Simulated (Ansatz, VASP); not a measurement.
## Br in VASP and in Ansatz

Contents of INCAR:

```
PREC = Accurate
ENCUT = 600
EDIFF = 1E-6
ISMEAR = 0
SIGMA = 0.1
LREAL = F
LASPH = T
NELM = 100
ALGO = Fast
ISIF = 3
LWAVE = F
LCHARG = F
GGA = PE
IBRION = 2
NSW = 100
EDIFFG = -0.01
```

The input KPOINTS:

```
regular mesh
0
Gamma
  6 6 6
```

File POSCAR:

```
Br
1.0
    5.9630338034      0.0000000000      0.0000000000
    0.0000000000      5.9630338034      0.0000000000
    0.0000000000      0.0000000000      5.9630338034
Br
8
Direct
    0.5000000000      0.5000000000      0.5000000000
    0.0000000000      0.0000000000      0.0000000000
    0.2500000000      0.0000000000      0.5000000000
    0.5000000000      0.2500000000      0.0000000000
    0.5000000000      0.7500000000      0.0000000000
    0.7500000000      0.0000000000      0.5000000000
    0.0000000000      0.5000000000      0.7500000000
    0.0000000000      0.5000000000      0.2500000000
```

Input for Ansatz:

```yaml
crystal:
  lattice:
    - [5.9630338034, 0.0, 0.0]
    - [0.0, 5.9630338034, 0.0]
    - [0.0, 0.0, 5.9630338034]
  atoms:
    - { symbol: Br, position: [0.5, 0.5, 0.5] }
    - { symbol: Br, position: [0.0, 0.0, 0.0] }
    - { symbol: Br, position: [0.25, 0.0, 0.5] }
    - { symbol: Br, position: [0.5, 0.25, 0.0] }
    - { symbol: Br, position: [0.5, 0.75, 0.0] }
    - { symbol: Br, position: [0.75, 0.0, 0.5] }
    - { symbol: Br, position: [0.0, 0.5, 0.75] }
    - { symbol: Br, position: [0.0, 0.5, 0.25] }
basis:
  ecutwfc: 420
kpoints:
  mp_grid: { grid: [6, 6, 6] }
hamiltonian:
  xc: pbe
scf:
  occupations: { method: gaussian, width: 0.1 }
output:
  forces: true
  stress: true
  eigenvalues: true
relax:
  adjacent_minimum: "off"
  f_tol: 0.01
  max_steps: 80
  cell: { stress_tol: 0.05 }
```

Alike in both runs: task relaxation of cell and atoms; functional PBE; k mesh 6 × 6 × 6; occupations gaussian, width 0.1 eV; no spin polarisation.

|  | VASP | Ansatz |
| --- | --- | --- |
| version | VASP 6.6.1 | Ansatz 0.2.0 |
| potentials or method | VASP PAW PBE potentials, release 64 (Br), cutoff 600 eV | scalar-relativistic, plane waves, PAW |
| valence electrons in the cell | 56 | 56 |

```tsv
	VASP	Ansatz	Ansatz less VASP
gap on the k mesh at the Fermi level, each at its own relaxed structure (eV)	none	none	-
relaxed volume (Å³/atom)	26.50	26.50	0.000
relaxed length of the cell vector where the two differ most in proportion (Å)	5.963	5.963	0.0000
```

A gap of «none» marks a metal or a gap that the smearing closes.

Noted on VASP's run: the relaxation stopped at its first step, so nothing moved.
